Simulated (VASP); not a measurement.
# NiO2 (P-3m1) in VASP: a series of runs, part 3 of 3

VASP 6.6.1.

### 6 Single point, PBEsol (c/a of the conventional cell at fixed volume 1.7147)

Contents of INCAR:

```
SYSTEM = NiO2
PREC = Accurate ; ENCUT = 520
EDIFF = 1E-6 ; ISMEAR = 0
SIGMA = 0.05 ; LREAL = .FALSE.
LASPH = .TRUE. ; NELM = 80
ALGO = Normal ; ISIF = 2
LWAVE = .FALSE. ; LCHARG = .FALSE.
GGA = PS ; NBANDS = 18
```

Contents of KPOINTS:

```
regular mesh
0
G
  12 12 6
  0 0 0
```

Contents of POSCAR:

```
NiO2
1.0
    2.8221285779      0.0000000000      0.0000000000
   -1.4110642890      2.4440350412      0.0000000000
    0.0000000000      0.0000000000      4.8391038725
Ni O
1 2
Direct
    0.0000000000      0.0000000000      0.5000000000
    0.6666666667      0.3333333333      0.7002287663
    0.3333333333      0.6666666667      0.2997712337
```

Potentials or basis: VASP PAW PBE potentials, release 64 (Ni, O).

Launch:

```bash
> cat potpaw_PBE.64/Ni/POTCAR potpaw_PBE.64/O/POTCAR > POTCAR
> mpirun -np 1 vasp_std > vasp.out
```

OUTCAR:

```text
SYSTEM = NiO2
   PREC = Accurate
   ENCUT = 520
   EDIFF = 1E-6
   ISMEAR = 0
   LREAL = .FALSE.
   LASPH = .TRUE.
   NELM = 80
   ISIF = 2
   GGA = PS

 ion  position               nearest neighbor table
   1  0.000  0.000  0.500-   2 1.90   3 1.90   2 1.90   3 1.90   2 1.90   3 1.90
   2  0.667  0.333  0.700-   1 1.90   1 1.90   1 1.90
   3  0.333  0.667  0.300-   1 1.90   1 1.90   1 1.90

  LATTYP: Found a hexagonal cell.
 ALAT       =     2.8221285779
 C/A-ratio  =     1.7147000000

  Lattice vectors:

 A1 = (   2.8221285779,   0.0000000000,   0.0000000000)
 A2 = (  -1.4110642890,   2.4440350412,   0.0000000000)
 A3 = (   0.0000000000,   0.0000000000,   4.8391038725)

Analysis of symmetry for initial positions (statically):
=====================================================================
 Subroutine PRICEL returns:
 Original cell was already a primitive cell.

 Routine SETGRP: Setting up the symmetry group for a
 hexagonal supercell.

 Subroutine GETGRP returns: Found 12 space group operations
 (whereof 12 operations were pure point group operations)
 out of a pool of 24 trial point group operations.

The static configuration has the point symmetry D_3d.

Analysis of symmetry for dynamics (positions and initial velocities):
=====================================================================
 Subroutine PRICEL returns:
 Original cell was already a primitive cell.

 Routine SETGRP: Setting up the symmetry group for a
 hexagonal supercell.

 Subroutine GETGRP returns: Found 12 space group operations
 (whereof 12 operations were pure point group operations)
 out of a pool of 24 trial point group operations.

The dynamic configuration has the point symmetry D_3d.

 Subroutine INISYM returns: Found 12 space group operations
 (whereof 12 operations are pure point group operations),
 and found     1 'primitive' translations

[... 116 lines left out ...]
     AMIX_MAG =   1.60;   BMIX_MAG =  1.00
  volume/ion in A,a.u.               =      11.13        75.08
  Fermi-wavevector in a.u.,A,eV,Ry     =   1.424730  2.692350 27.617874  2.029856
  Thomas-Fermi vector in A             =   2.545190
   LORBIT       =      0    0 simple, 1 ext, 2 COOP (PROOUT), +10 PAW based schemes
   GGA     = PS    functional components
   LHFCALC =     F    Hartree Fock is set to
   AEXX    =    0.0000 exact exchange contribution
   IVDW    =     0    specifies the selected vdW correction
   LEPSILON=     F    determine dielectric tensor
   LRPA    =     F    only Hartree local field effects (RPA)
 non-spin polarized calculation
 Gauss-broadening in eV      SIGMA  =   0.05
  energy-cutoff  :      520.00
  volume of cell :       33.38
 maximum number of plane-waves:       916
 NGX is ok and might be reduce to    24

 number of electron      22.0000018 magnetization

 Free energy of the ion-electron system (eV)
  ---------------------------------------------------
  ext. energy  EPLUGINS =         0.00000000
  ---------------------------------------------------
  free energy    TOTEN  =       -18.70538286 eV

  energy without entropy =      -18.70538286  energy(sigma->0) =      -18.70538286

 E-fermi :   2.2077     XC(G=0): -10.6065

 val. band max:        1.8956719374   @ k =   0.0833   0.0833   0.5000
 cond. band min:       2.8130672642   @ k =   0.2500   0.0000   0.3333
 fundamental gap:      0.9173953267
 Fermi energy:         2.2077109649

 k-point     1 :       0.0000    0.0000    0.0000
  band No.  band energies     occupation
      1     -17.3020      2.00000
      2     -15.0689      2.00000
      3      -3.5751      2.00000
      4      -3.2837      2.00000
      5      -3.2837      2.00000
      6      -0.0960      2.00000
[... 481 lines left out ...]
      5      -3.0770      2.00000
      6      -1.1231      2.00000
[... 10 lines left out ...]
     17      19.1969      0.00000
     18      21.6910      0.00000

 [... further k-points ...]

------------------------ aborting loop because EDIFF is reached ----------------------------------------

  FORCE on cell =-STRESS in cart. coord.  units (eV):
  Direction    XX          YY          ZZ          XY          YZ          ZX
  --------------------------------------------------------------------------------------
  -------------------------------------------------------------------------------------
  Total       -2.0120680     -2.0120680     -1.7232499      0.0000000     -0.0000000     -0.0000000
  in kB      -96.5837531    -96.5837531    -82.7198372      0.0000000     -0.0000000     -0.0000000
  external PRESSURE =     -91.9624478 kB  Pullay stress =       0.0000000 kB

 VOLUME and BASIS-vectors are now :
 -----------------------------------------------------------------------------
  energy-cutoff  :      520.00
  volume of cell :       33.38
      direct lattice vectors                 reciprocal lattice vectors
     2.822128578  0.000000000  0.000000000     0.354342466  0.204579718  0.000000000
    -1.411064289  2.444035041  0.000000000     0.000000000  0.409159436  0.000000000
     0.000000000  0.000000000  4.839103872     0.000000000  0.000000000  0.206649832

 POSITION                                       TOTAL-FORCE (eV/Angst)
 -----------------------------------------------------------------------------------
      0.00000      0.00000      2.41955        -0.000000      0.000000     -0.000000
      1.41106      0.81468      3.38848        -0.000000      0.000000     -0.874390
     -0.00000      1.62936      1.45062         0.000000     -0.000000      0.874390
 -----------------------------------------------------------------------------------
    total drift:                               -0.000000      0.000000      0.000000

  FREE ENERGIE OF THE ION-ELECTRON SYSTEM (eV)
  ---------------------------------------------------
  free  energy   TOTEN  =       -18.7053828559 eV

  energy  without entropy=      -18.7053828559  energy(sigma->0) =      -18.70538286
```

OSZICAR:

```text
N       E                     dE             d eps       ncg     rms          rms(c)
DAV:   1     0.165054035234E+03    0.16505E+03   -0.11698E+04  3616   0.145E+03
DAV:   2    -0.112619446959E+02   -0.17632E+03   -0.16406E+03  3862   0.318E+02
DAV:   3    -0.262884978963E+02   -0.15027E+02   -0.14840E+02  4268   0.107E+02
DAV:   4    -0.264860872584E+02   -0.19759E+00   -0.19737E+00  4426   0.125E+01
DAV:   5    -0.264886704267E+02   -0.25832E-02   -0.25830E-02  4238   0.143E+00    0.267E+01
DAV:   6    -0.340967629535E+02   -0.76081E+01   -0.52998E+01  4426   0.172E+02    0.479E+01
DAV:   7    -0.189032917172E+02    0.15193E+02   -0.19769E+01  4276   0.106E+02    0.607E+00
DAV:   8    -0.187424444020E+02    0.16085E+00   -0.28661E+00  5374   0.319E+01    0.333E+00
DAV:   9    -0.187693241131E+02   -0.26880E-01   -0.52632E-01  4910   0.204E+01    0.228E+00
DAV:  10    -0.187172603620E+02    0.52064E-01   -0.63730E-02  4304   0.653E+00    0.875E-01
DAV:  11    -0.187050226459E+02    0.12238E-01   -0.26154E-02  4422   0.469E+00    0.107E-01
DAV:  12    -0.187054074927E+02   -0.38485E-03   -0.42025E-03  3954   0.850E-01    0.103E-01
DAV:  13    -0.187054322750E+02   -0.24782E-04   -0.19414E-04  4148   0.119E-01    0.688E-02
DAV:  14    -0.187053826382E+02    0.49637E-04   -0.92421E-05  4536   0.324E-01    0.820E-03
DAV:  15    -0.187053829354E+02   -0.29720E-06   -0.13752E-05  4242   0.564E-02    0.560E-03
DAV:  16    -0.187053828559E+02    0.79464E-07   -0.88534E-07  2910   0.115E-02
   1 F= -.18705383E+02 E0= -.18705383E+02  d E =-.239309E-20
```

stdout:

```text
POSCAR found type information on POSCAR NiO
 POSCAR found :  2 types and       3 ions
 scaLAPACK will be used
 -----------------------------------------------------------------------------
|                                                                             |
|                                                                             |
|     You enforced a specific xc type in the INCAR file but a different       |
|     I HOPE YOU KNOW WHAT YOU ARE DOING!                                     |
|                                                                             |
 -----------------------------------------------------------------------------

 LDA part: xc-table for (Slater+PW92), standard interpolation
 POSCAR, INCAR and KPOINTS ok, starting setup
 FFT: planning ... GRIDC
 FFT: planning ... GRID_SOFT
 FFT: planning ... GRID
 WAVECAR not read
 entering main loop
```

It took 1.8 min on 1 thread of AMD EPYC 7R43 (Zen 3), shared host; peak memory 0.15 GiB.

Results:

```
Free energy            : -18.7054 eV
Pressure               : -9.2 GPa
Largest force          : 0.874 eV/Å
Band gap on the k mesh : 0.92 eV, indirect (least direct gap 1.10 eV)
```

Forces on the atoms (eV/Å):
```
Ni   0.000  0.000  0.000
O    0.000  0.000 -0.874
O    0.000  0.000  0.874
```

Stress tensor (GPa, compression positive):
```
-9.66  0.00  0.00
 0.00 -9.66  0.00
 0.00  0.00 -8.27
```

Levels at points of the mesh, in eV from the valence-band top:
```tsv
k point	band 9	band 10	band 11	band 12	band 13	band 14
(0.00, 0.00, 0.00)	-0.94	-0.75	-0.37	2.12	2.12	7.37
(0.50, 0.00, 0.00)	-1.61	-1.57	-0.95	1.53	2.05	12.18
(0.00, 0.00, 0.50)	-0.96	-0.96	-0.13	2.14	2.14	9.29
(0.50, 0.00, 0.50)	-1.59	-1.53	-1.00	1.53	2.00	11.63
```

Caveat: the PAW data sets were made with another functional, which shifts forces and pressure a little.

### 7 Overview

| cell | gap on the mesh (eV) | pressure (GPa) | largest force (eV/Å) |
| --- | --- | --- | --- |
| a = 2.784, b = 2.784, c = 4.973 Å, angles 90.0, 90.0, 120.0°, 3 atoms | 1.06 | 9.8 | 1.33 |
| a = 2.842, b = 2.842, c = 4.772 Å, angles 90.0, 90.0, 120.0°, 3 atoms | 0.92 | -2.8 | 0.26 |
| a = 2.862, b = 2.862, c = 4.704 Å, angles 90.0, 90.0, 120.0°, 3 atoms | 0.85 | -11.3 | 0.70 |
| a = 2.822, b = 2.822, c = 4.839 Å, angles 90.0, 90.0, 120.0°, 3 atoms | 0.92 | -9.2 | 0.87 |

Some of these runs hold the atoms at other places in the same cell, which the table doesn't show; runs alike in all that it shows share one row.

Alike in all rows: task single point; level PBEsol; potentials or basis VASP PAW PBE potentials, release 64 (Ni, O); no spin polarisation; k mesh 12 × 12 × 6; cutoff (eV) 520; smearing gaussian 0.05 eV.

Caveats: the PAW data sets were made with another functional, which shifts forces and pressure a little.

Absolute energies hang on the potentials; compare differences alone.
